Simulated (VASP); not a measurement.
Write the native input for VASP 6.6.1 that does the following.

```yaml
Task: single point
Functional: PBEsol
Potentials_or_basis: VASP PAW PBE potentials, release 64 (Pb_d, Si)
Cutoff: 500 eV
k_mesh: 4 × 4 × 4
Occupations: gaussian, width 0.05 eV
Spin: no spin polarisation
Dipole_correction: no
Further_INCAR_settings: ALGO = Normal; EDIFF = 1e-06; NBANDS = 16
```

The structure of SiPb lies in POSCAR:

```
SiPb
1.0
    3.8676694533      0.0000000000      0.0000000000
    0.0000000000      3.8676694533      0.0000000000
    0.0000000000      0.0000000000      3.8676694533
Pb Si
1 1
Direct
    0.0000000000      0.0000000000      0.0000000000
    0.5000000000      0.5000000000      0.5000000000
```

The input as run:

INCAR

```
PREC = Accurate
ENCUT = 500
EDIFF = 1E-6
ISMEAR = 0
SIGMA = 0.05
LREAL = False
LASPH = True
NELM = 120
ALGO = Normal
ISIF = 2
LWAVE = False
LCHARG = False
GGA = PS
NBANDS = 16
GGA_COMPAT = False
```

KPOINTS

```
Automatic mesh
0
Gamma
  4 4 4
```

Potentials or basis: VASP PAW PBE potentials, release 64 (Pb_d, Si).

The run is started by

```sh
$ cat potpaw_PBE.64/Pb_d/POTCAR potpaw_PBE.64/Si/POTCAR > POTCAR
$ mpirun -np 1 vasp_std > vasp.out
```

Results of the run:

```yaml
Pressure: -8.6 GPa
Band_gap_on_the_k_mesh: zero (band 9 reaches 6.74 eV, above the bottom of band 10 at 4.26 eV)
```

Caveat: the k points lie up to 0.41 Å⁻¹ apart; the PAW data sets were made with another functional, which shifts forces and pressure a little; spin-orbit coupling is left out, which moves the levels of the heavy elements.

Run time: 4.3 s on 1 thread of Intel(R) Xeon(R) 6975P-C (Granite Rapids) (shared host), peak memory 0.15 GiB.
